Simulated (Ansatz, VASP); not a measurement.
One calculation of Na, two programs

```
Na
1.0
     5.73215    0.00000    0.00000
    -2.86607    4.96419    0.00000
     0.00000    0.00000    3.37677
Na
2
Direct
  0.33333 0.66667 0.50000
  0.66667 0.33333 0.50000
```

Alike in both runs: task relaxation of cell and atoms; functional PBE; k mesh 12 × 12 × 16; occupations gaussian, width 0.1 eV; no spin polarisation.

|  | VASP | Ansatz |
| --- | --- | --- |
| version | VASP 6.6.1 | Ansatz 0.2.0 |
| potentials or method | VASP PAW PBE potentials, release 64 (Na_pv), cutoff 600 eV | scalar-relativistic, plane waves, PAW |
| valence electrons in the cell | 14 | 18 |

|  | VASP | Ansatz | Ansatz less VASP |
| --- | --- | --- | --- |
| gap on the k mesh at the Fermi level, each at its own relaxed structure (eV) | none | none | - |
| relaxed volume (Å³/atom) | 51.16 | 50.96 | -0.201 |
| relaxed cell length with the largest relative difference (Å) | 5.884 | 5.865 | -0.0189 |

A gap of «none» marks a metal or a gap that the smearing closes. VASP's potentials hold 14 valence electrons a cell and Ansatz's 18, so a difference there can come from the potentials and not from the codes.
